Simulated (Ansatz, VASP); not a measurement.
**AlP in VASP and in Ansatz**

The input INCAR:

```
SYSTEM = AlP
ALGO = Normal ; EDIFF = 1E-6
ENCUT = 500 ; GGA = PE
GGA_COMPAT = .FALSE. ; ISIF = 2
ISMEAR = 0 ; LASPH = .TRUE.
LCHARG = .TRUE. ; LELF = .TRUE.
LREAL = .FALSE. ; LVHAR = .TRUE.
LWAVE = .FALSE. ; NBANDS = 11
NELM = 120 ; PREC = Accurate
SIGMA = 0.02
```

The input KPOINTS:

```
k-points
0
G
  8 8 8
  0 0 0
```

File POSCAR:

```
AlP
1.0
    0.0000000000      2.7534771407      2.7534771407
    2.7534771407      0.0000000000      2.7534771407
    2.7534771407      2.7534771407      0.0000000000
Al P
1 1
Direct
    0.0000000000      0.0000000000      0.0000000000
    0.2500000000      0.2500000000      0.2500000000
```

Input for Ansatz:

```yaml
crystal:
  lattice:
    - [0.0, 2.7534771407, 2.7534771407]
    - [2.7534771407, 0.0, 2.7534771407]
    - [2.7534771407, 2.7534771407, 0.0]
  atoms:
    - { symbol: Al, position: [0.0, 0.0, 0.0] }
    - { symbol: P, position: [0.25, 0.25, 0.25] }
basis:
  ecutwfc: 420
kpoints:
  mp_grid: { grid: [8, 8, 8] }
  band_path:
    path:
      - [[0.0, 0.0, 0.0], [-0.5, -0.5, 0.0], [-0.375, -0.375, 0.25]]
      - [[-0.375, 0.0, 0.375], [0.0, 0.0, 0.0], [0.0, 0.0, 0.5], [-0.5, -0.25, 0.25], [-0.5, -0.5, 0.0]]
    npoints: 10
hamiltonian:
  xc: pbe
  pseudopotentials: { kind: paw, azcp: { folder: soft_1 } }
scf:
  occupations: { method: gaussian, width: 0.02 }
  n_extra_bands: 7
output:
  forces: true
  stress: true
  eigenvalues: true
```

Alike in both runs: task single point; functional PBE; k mesh 8 × 8 × 8; occupations gaussian, width 0.02 eV; no spin polarisation.

|  | VASP | Ansatz |
| --- | --- | --- |
| version | VASP 6.6.1 | Ansatz 0.2.0 |
| potentials or method | VASP PAW PBE potentials, release 64 (Al, P), cutoff 500 eV | scalar-relativistic, plane waves, PAW |
| valence electrons in the cell | 8 | 8 |

Ansatz gave:

| Quantity | Value |
| --- | --- |
| gap on the k mesh at the Fermi level (eV) | 1.63 |
| least direct gap on the mesh (eV) | 3.09 |
| pressure (GPa) | 0.0 |

Problem. Which values does VASP return?

Solution. gap on the k mesh at the Fermi level (eV): 1.63; least direct gap on the mesh (eV): 3.09; pressure (GPa): -0.1.

The functional is the same, so the differences come from potentials, cutoffs and numerics.
